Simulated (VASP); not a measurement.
# Tl (P6_3/mmc) in VASP: notebook

Tl is run at these levels: PBE; tasks: single point.

All numbers are computed with VASP 6.6.1; they aren't measurements. Logs are shortened: lines on timing, memory, paths and dates and some standing lists are left out, and cuts for length are marked.

### Step 1. The cell of the first run

The structure is hexagonal, space group P6_3/mmc (No. 194). Conventional cell: a = 2.662 Å, b = 2.662 Å, c = 4.376 Å, α = 90.00°, β = 90.00°, γ = 120.00°. Tl (site symmetry -6m2) has 12 Tl at 2.66 to 2.67 Å within 3.5 Å.

### Step 2. Single point, PBE

Input file INCAR:

```
SYSTEM = Tl
ALGO = Normal ; EDIFF = 1E-6
ENCUT = 520 ; GGA = PE
ISIF = 2 ; ISMEAR = -1
LASPH = .TRUE. ; LCHARG = .FALSE.
LREAL = .FALSE. ; LWAVE = .FALSE.
NBANDS = 20 ; NELM = 80
PREC = Accurate ; SIGMA = 0.1
```

Input file KPOINTS:

```
k-points
0
G
  16 16 9
  0 0 0
```

Input file POSCAR:

```
Tl
1.0
    2.6623351523      0.0000000000      0.0000000000
   -1.3311675762      2.3056498753      0.0000000000
    0.0000000000      0.0000000000      4.3763394052
Tl
2
Direct
    0.3333333333      0.6666666667      0.2500000000
    0.6666666667      0.3333333333      0.7500000000
```

Potentials or basis: VASP PAW PBE potentials, release 64 (Tl_d).

On the command line:

```
$ cat potpaw_PBE.64/Tl_d/POTCAR > POTCAR
$ mpirun -np 1 vasp_std > vasp.out
```

OUTCAR:

```text
SYSTEM = Tl
   EDIFF = 1E-6
   ENCUT = 520
   GGA = PE
   ISIF = 2
   ISMEAR = -1
   LASPH = .TRUE.
   LREAL = .FALSE.
   NELM = 80
   PREC = Accurate

 ion  position               nearest neighbor table
   1  0.333  0.667  0.250-   2 2.67   2 2.67   2 2.67   2 2.67   2 2.67   2 2.67   2 3.77   2 3.77
                             2 3.77   2 3.77   2 3.77   2 3.77
   2  0.667  0.333  0.750-   1 2.67   1 2.67   1 2.67   1 2.67   1 2.67   1 2.67   1 3.77   1 3.77
                             1 3.77   1 3.77   1 3.77   1 3.77

  LATTYP: Found a hexagonal cell.
 ALAT       =     2.6623351523
 C/A-ratio  =     1.6437973264

  Lattice vectors:

 A1 = (   2.6623351523,   0.0000000000,   0.0000000000)
 A2 = (  -1.3311675762,   2.3056498753,   0.0000000000)
 A3 = (   0.0000000000,   0.0000000000,   4.3763394052)

Analysis of symmetry for initial positions (statically):
=====================================================================
 Subroutine PRICEL returns:
 Original cell was already a primitive cell.

 Routine SETGRP: Setting up the symmetry group for a
 hexagonal supercell.

 Subroutine GETGRP returns: Found 24 space group operations
 (whereof 12 operations were pure point group operations)
 out of a pool of 24 trial point group operations.

The static configuration has the point symmetry D_3d.
 The point group associated with its full space group is D_6h.

Analysis of symmetry for dynamics (positions and initial velocities):
=====================================================================
 Subroutine PRICEL returns:
 Original cell was already a primitive cell.

 Routine SETGRP: Setting up the symmetry group for a
 hexagonal supercell.

 Subroutine GETGRP returns: Found 24 space group operations
 (whereof 12 operations were pure point group operations)
 out of a pool of 24 trial point group operations.

The dynamic configuration has the point symmetry D_3d.
 The point group associated with its full space group is D_6h.

 Subroutine INISYM returns: Found 24 space group operations
 (whereof 12 operations are pure point group operations),
 and found     1 'primitive' translations

----------------------------------------------------------------------------------------

                                     Primitive cell

  volume of cell :      26.8638

  direct lattice vectors                    reciprocal lattice vectors
     2.662335152  0.000000000  0.000000000     0.375610110  0.216858598  0.000000000
    -1.331167576  2.305649875  0.000000000     0.000000000  0.433717196  0.000000000
     0.000000000  0.000000000  4.376339405     0.000000000  0.000000000  0.228501473

  length of vectors
     2.662335152  2.662335152  4.376339405     0.433717196  0.433717196  0.228501473

  position of ions in fractional coordinates (direct lattice)
     0.333333333  0.666666667  0.250000000
     0.666666667  0.333333333  0.750000000

  ion indices of the primitive-cell ions
   primitive index   ion index
                 1           1
                 2           2

----------------------------------------------------------------------------------------

 KPOINTS: k-points

Automatic generation of k-mesh.
 Grid dimensions read from file:
 generate k-points for:   16   16    9

 Generating k-lattice:

  Cartesian coordinates                     Fractional coordinates (reciprocal lattice)
     0.023475632  0.013553662  0.000000000     0.062500000  0.000000000  0.000000000
     0.000000000  0.027107325  0.000000000     0.000000000  0.062500000  0.000000000
     0.000000000  0.000000000  0.025389053     0.000000000  0.000000000  0.111111111

  Length of vectors
     0.027107325  0.027107325  0.025389053

  Shift w.r.t. Gamma in fractional coordinates (k-lattice)
     0.000000000  0.000000000  0.000000000

 Subroutine IBZKPT returns following result:
 ===========================================

 Found    150 irreducible k-points:

 Following reciprocal coordinates:
            Coordinates               Weight
  0.000000  0.000000  0.000000      1.000000
  0.062500  0.000000  0.000000      6.000000
  0.125000  0.000000  0.000000      6.000000
  0.187500 -0.000000  0.000000      6.000000
  0.250000  0.000000  0.000000      6.000000
  0.312500  0.000000  0.000000      6.000000
[... 16 lines left out ...]
  0.187500  0.187500  0.000000      6.000000
  0.250000  0.187500  0.000000     12.000000
 [... further k-points ...]
   k-points           NKPTS =    150   k-points in BZ     NKDIM =    150   number of bands    NBANDS=     20
   number of dos      NEDOS =    301   number of ions     NIONS =      2
   total plane-waves  NPLWV =  14400
   dimension x,y,z NGX =    20 NGY =   20 NGZ =   36
   dimension x,y,z NGXF=    40 NGYF=   40 NGZF=   72
   ions per type =               2
   NGX,Y,Z   is equivalent  to a cutoff of  12.49, 12.49, 13.68 a.u.
   NGXF,Y,Z  is equivalent  to a cutoff of  24.98, 24.98, 27.35 a.u.
 SYSTEM =  Tl
   PREC   = accura    normal or accurate (medium, high low for compatibility)
   ISTART =      0    job   : 0-new  1-cont  2-samecut
   ICHARG =      2    charge: 1-file 2-atom 10-const
   ISPIN  =      1    spin polarized calculation?
   LNONCOLLINEAR =      F non collinear calculations
   LSORBIT =      F    spin-orbit coupling
   LASPH  =      T    aspherical Exc in radial PAW
   ENCUT  =  520.0 eV  38.22 Ry    6.18 a.u.   4.95  4.95  8.14*2*pi/ulx,y,z
   NELM   =     80;   NELMIN=  2; NELMDL= -5     # of ELM steps
   EDIFF  = 0.1E-05   stopping-criterion for ELM
   LREAL  =      F    real-space projection
   EDIFFG = 0.1E-04   stopping-criterion for IOM
   NSW    =      0    number of steps for IOM
   IBRION =     -1    ionic relax: 0-MD 1-quasi-New 2-CG
   NFREE  =      0    steps in history (QN), initial steepest desc. (CG)
   ISIF   =      2    stress and relaxation
   ISYM   =      2    0-nonsym 1-usesym 2-fastsym
   POTIM  = 0.5000    time-step for ionic-motion
   TEBEG  =    0.0;   TEEND  =   0.0 temperature during run
   PSTRESS=    0.0 pullay stress
   NELECT =      26.0000    total number of electrons
   NUPDOWN=      -1.0000    fix difference up-down
   EMIN   =  10.00;   EMAX   =-10.00  energy-range for DOS
   EFERMI =   0.00;   METHOD = LEGACY
   ISMEAR =    -1;   SIGMA  =   0.10  broadening in eV -4-tet -1-fermi 0-gaus
   EFERMI_NEDOS =   21; number of points for ismear=-14 and -15
   IALGO  =     38    algorithm
   IMIX   =      4    mixing-type and parameters
     AMIX     =   0.40;   BMIX     =  1.00
     AMIX_MAG =   1.60;   BMIX_MAG =  1.00
  volume/ion in A,a.u.               =      13.43        90.64
  Fermi-wavevector in a.u.,A,eV,Ry     =   1.619361  3.060148 35.678952  2.622329
  Thomas-Fermi vector in A             =   2.713474
   LORBIT       =      0    0 simple, 1 ext, 2 COOP (PROOUT), +10 PAW based schemes
   GGA     = PE    functional components
[... 5 lines left out ...]
 non-spin polarized calculation
  energy-cutoff  :      520.00
  volume of cell :       26.86
 maximum number of plane-waves:       754
 NGX is ok and might be reduce to    20
   NGX =  9   NGY =  9   NGZ = 17

 number of electron      26.0000000 magnetization

 Free energy of the ion-electron system (eV)
  ---------------------------------------------------
  ext. energy  EPLUGINS =         0.00000000
  ---------------------------------------------------
  free energy    TOTEN  =         6.12557100 eV

  energy without entropy =        6.14324906  energy(sigma->0) =        6.13441003

 E-fermi :  19.7787     XC(G=0): -14.5450

 val. band max:       19.7478592844   @ k =   0.3750   0.2500   0.2222
 cond. band min:      19.8101126207   @ k =   0.2500   0.0000   0.2222
 fundamental gap:      0.0622533363
 Fermi energy:        19.7786552516

 k-point     1 :       0.0000    0.0000    0.0000
  band No.  band energies     occupation
      1       0.8113      2.00000
      2       2.0812      2.00000
      3       4.2295      2.00000
      4       4.4263      2.00000
      5       4.4263      2.00000
      6       4.7583      2.00000
[... 12 lines left out ...]
     19      36.4762      0.00000
     20      36.4762      0.00000

 k-point     2 :       0.0625    0.0000    0.0000
  band No.  band energies     occupation
      1       0.9548      2.00000
      2       2.1778      2.00000
      3       4.1515      2.00000
      4       4.5046      2.00000
      5       4.5142      2.00000
      6       4.7253      2.00000
[... 12 lines left out ...]
     19      35.0927      0.00000
     20      36.6261      0.00000

 k-point     3 :       0.1250    0.0000    0.0000
  band No.  band energies     occupation
      1       1.3637      2.00000
      2       2.4312      2.00000
      3       4.0061      2.00000
      4       4.5802      2.00000
      5       4.7635      2.00000
      6       4.7703      2.00000
[... 12 lines left out ...]
     19      33.2525      0.00000
     20      37.0623      0.00000

 k-point     4 :       0.1875   -0.0000    0.0000
  band No.  band energies     occupation
      1       1.9487      2.00000
      2       2.6971      2.00000
      3       3.9489      2.00000
      4       4.5037      2.00000
      5       4.5449      2.00000
      6       4.9640      2.00000
[... 12 lines left out ...]
     19      33.5233      0.00000
     20      36.0081      0.00000

 k-point     5 :       0.2500    0.0000    0.0000
  band No.  band energies     occupation
      1       2.4797      2.00000
      2       2.7393      2.00000
      3       4.0013      2.00000
      4       4.2308      2.00000
      5       4.5294      2.00000
      6       4.7686      2.00000
[... 12 lines left out ...]
     19      32.0552      0.00000
     20      36.1665      0.00000

 k-point     6 :       0.3125    0.0000    0.0000
  band No.  band energies     occupation
      1       2.5406      2.00000
      2       2.7500      2.00000
      3       3.5006      2.00000
      4       4.5895      2.00000
      5       4.6561      2.00000
      6       4.8950      2.00000
[... 12 lines left out ...]
     19      32.5290      0.00000
     20      35.1749      0.00000

 k-point     7 :       0.3750   -0.0000    0.0000
  band No.  band energies     occupation
      1       2.3543      2.00000
      2       2.7490      2.00000
      3       3.1141      2.00000
      4       4.4475      2.00000
      5       4.8931      2.00000
      6       5.0152      2.00000
[... 12 lines left out ...]
     19      33.0910      0.00000
     20      33.5637      0.00000
[... 277 lines left out ...]
 k-point    20 :       0.3125    0.1250    0.0000
  band No.  band energies     occupation
      1       2.6947      2.00000
      2       3.0613      2.00000
      3       3.1036      2.00000
      4       4.3098      2.00000
      5       4.8973      2.00000
      6       5.0085      2.00000
[... 12 lines left out ...]
     19      31.2775      0.00000
     20      35.5134      0.00000

 k-point    21 :       0.3750    0.1250    0.0000
  band No.  band energies     occupation
      1       2.5574      2.00000
      2       2.8850      2.00000
      3       3.0147      2.00000
      4       4.2842      2.00000
      5       4.8753      2.00000
      6       5.1122      2.00000
[... 12 lines left out ...]
     19      30.5431      0.00000
     20      35.6952      0.00000

 k-point    22 :       0.4375    0.1250    0.0000
  band No.  band energies     occupation
      1       2.5088      2.00000
      2       2.8107      2.00000
      3       2.9926      2.00000
      4       4.2816      2.00000
      5       4.8159      2.00000
      6       5.1759      2.00000
[... 12 lines left out ...]
     19      30.2770      0.00000
     20      35.7439      0.00000

 k-point    23 :       0.1875    0.1875    0.0000
  band No.  band energies     occupation
      1       3.1165      2.00000
      2       3.2868      2.00000
      3       3.5325      2.00000
      4       3.8770      2.00000
      5       4.3307      2.00000
      6       4.7017      2.00000
[... 12 lines left out ...]
     19      31.1780      0.00000
     20      35.7355      0.00000

 k-point    24 :       0.2500    0.1875    0.0000
  band No.  band energies     occupation
      1       3.0989      2.00000
      2       3.2007      2.00000
      3       3.3229      2.00000
      4       4.2430      2.00000
      5       4.3394      2.00000
      6       4.9220      2.00000
[... 12 lines left out ...]
     19      29.8595      0.00000
     20      36.7511      0.00000

 [... further k-points ...]

------------------------ aborting loop because EDIFF is reached ----------------------------------------

  FORCE on cell =-STRESS in cart. coord.  units (eV):
  Direction    XX          YY          ZZ          XY          YZ          ZX
  --------------------------------------------------------------------------------------
  -------------------------------------------------------------------------------------
  Total       38.6164184     38.6164184     38.6186169     -0.0000000      0.0000000      0.0000000
  in kB     2303.1143041   2303.1143042   2303.2454234     -0.0000000      0.0000000      0.0000000
  external PRESSURE =    2303.1580106 kB  Pullay stress =       0.0000000 kB

 VOLUME and BASIS-vectors are now :
 -----------------------------------------------------------------------------
  energy-cutoff  :      520.00
  volume of cell :       26.86
      direct lattice vectors                 reciprocal lattice vectors
     2.662335152  0.000000000  0.000000000     0.375610110  0.216858598  0.000000000
    -1.331167576  2.305649875  0.000000000     0.000000000  0.433717196  0.000000000
     0.000000000  0.000000000  4.376339405     0.000000000  0.000000000  0.228501473

 POSITION                                       TOTAL-FORCE (eV/Angst)
 -----------------------------------------------------------------------------------
     -0.00000      1.53710      1.09408         0.000000     -0.000000      0.000000
      1.33117      0.76855      3.28225        -0.000000      0.000000      0.000000
 -----------------------------------------------------------------------------------
    total drift:                               -0.000000      0.000000      0.000000

  FREE ENERGIE OF THE ION-ELECTRON SYSTEM (eV)
  ---------------------------------------------------
  free  energy   TOTEN  =         6.1255710039 eV

  energy  without entropy=        6.1432490564  energy(sigma->0) =        6.13441003
```

Wall time 65 s (1 thread of Intel Xeon 8259CL, shared host); peak memory 0.19 GiB.

What came out:

| Item | Value |
| --- | --- |
| Free energy | 6.1256 eV |
| Pressure | 230.3 GPa |
| Band gap on the k mesh | zero (bands 13 and 14 overlap by 8.07 eV) |

Levels at points of the mesh, in eV from the Fermi level:
```
           k point  band 11  band 12  band 13  band 14  band 15  band 16
(0.00, 0.00, 0.00)   -12.86    -8.49    -4.96     9.07    10.81    11.55
(0.50, 0.00, 0.00)    -8.05    -6.81    -0.61     0.83     1.32     4.34
```

Caveat: the cell stands under pressure; spin-orbit coupling is left out, which moves the levels of the heavy elements.

(Continued in part 2 of 2.)
